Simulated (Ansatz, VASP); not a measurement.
# MgO in VASP and in Ansatz

```xyz
2
Lattice="0.0000 2.1071 2.1071 2.1071 0.0000 2.1071 2.1071 2.1071 0.0000" Properties=species:S:1:pos:R:3 pbc="T T T"
Mg    0.0100    0.0100    0.0100
O     2.1071    2.1071    2.1071
```

Change from the starting cell: atom 1 moved by [0.01, 0.01, 0.01] A.

Alike in both runs: task single point; functional PBEsol; k mesh 10 × 10 × 10; no spin polarisation.

|  | VASP | Ansatz |
| --- | --- | --- |
| version | VASP 6.6.1 | Ansatz 0.2.0 |
| potentials or method | VASP PAW PBE potentials, release 64 (Mg, O), cutoff 520 eV | all-electron LAPW, scalar-relativistic |
| occupations | gaussian, width 0.01 eV | fixed |

Ansatz gave:

| Property | Result |
| --- | --- |
| gap on the k mesh at the Fermi level (eV) | 4.62 |
| pressure (GPa) | 0.1 |
| rms of the force components (eV/Å) | 0.053 |

Q: Estimate VASP's values.

A: gap on the k mesh at the Fermi level (eV): 4.62; pressure (GPa): -0.5; rms of the force components (eV/Å): 0.054.

VASP's potentials were made for PBE, not for PBEsol. Atom by atom the forces differ by 0.001 eV/Å (rms over components). Ansatz ran all-electron here, and VASP with PAW potentials.
